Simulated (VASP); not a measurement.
A run of VASP 6.6.1 is set up as follows.

POSCAR

```
CaS
1.0
    2.8478793990      2.8478793990      0.0000000000
   -2.8478793990      2.8478793990      0.0000000000
    0.0000000000      2.8478793990      2.8478793990
Ca S
1 1
Direct
    0.0000000000      0.0000000000      0.0000000000
    0.5000000000      0.5000000000      0.0000000000
```

INCAR.step1

```
SYSTEM = CaS
PREC = Accurate
ENCUT = 550
ISMEAR = 0
SIGMA = 0.01
LREAL = .FALSE.
LASPH = .TRUE.
NELM = 120
GGA = PE
ALGO = Normal
EDIFF = 1E-5
LWAVE = .TRUE.
LCHARG = .FALSE.
GGA_COMPAT = .FALSE.
IBRION = 2
ISIF = 3
EDIFFG = -0.005
NELMIN = 4
NSW = 100
```

INCAR.step2

```
SYSTEM = CaS
PREC = Accurate
ENCUT = 550
EDIFF = 1E-7
ISMEAR = 0
SIGMA = 0.01
LREAL = .FALSE.
LASPH = .TRUE.
NELM = 120
ALGO = Normal
ISIF = 3
LWAVE = .FALSE.
LCHARG = .FALSE.
METAGGA = R2SCAN
LMIXTAU = .TRUE.
IBRION = 2
NSW = 100
EDIFFG = -0.002
PSTRESS = 40.0
ISTART = 1
GGA_COMPAT = .FALSE.
NELMIN = 4
```

KPOINTS

```
regular mesh
0
G
  8 8 8
  0 0 0
```

Potentials or basis: VASP PAW PBE potentials, release 64 (Ca_sv, S).

Command:

```bash
$ cat potpaw_PBE.64/Ca_sv/POTCAR potpaw_PBE.64/S/POTCAR > POTCAR
$ cp INCAR.step1 INCAR
$ mpirun -np 1 vasp_std > vasp.out
$ cp INCAR.step2 INCAR
$ mpirun -np 1 vasp_std > vasp.out
```

Question: Predict the relaxed cell.

Answer: a = 3.957 Å, b = 3.957 Å, c = 3.957 Å, α = 60.00°, β = 60.00°, γ = 90.00°.

Question: Estimate the band gap on the k mesh.

Answer: 2.67 eV, indirect (least direct gap 3.53 eV).

Question: Predict the relaxed volume.

Answer: 21.91 Å³/atom.

Question: What does it give for the space group after relaxing (to 0.05 Å)?

Answer: Fm-3m (No. 225).

Step by step:
| step | energy change (eV) | largest force (eV/Å) | pressure (GPa) | volume (Å³) |
| --- | --- | --- | --- | --- |
| 1 | 0.0000 | 0.0000 | 0.30 | 46.19 |
| 2 | 0.0648 | 0.0000 | 6.06 | 42.72 |
| 3 | 0.0308 | 0.0000 | 4.01 | 43.81 |

Caveat: the cell is relaxed towards a set pressure, so the enthalpy falls and the energy may rise; the PAW data sets were made with another functional, which shifts forces and pressure a little. r2SCAN opens gaps a little over a GGA but as a rule still falls short of measured ones.
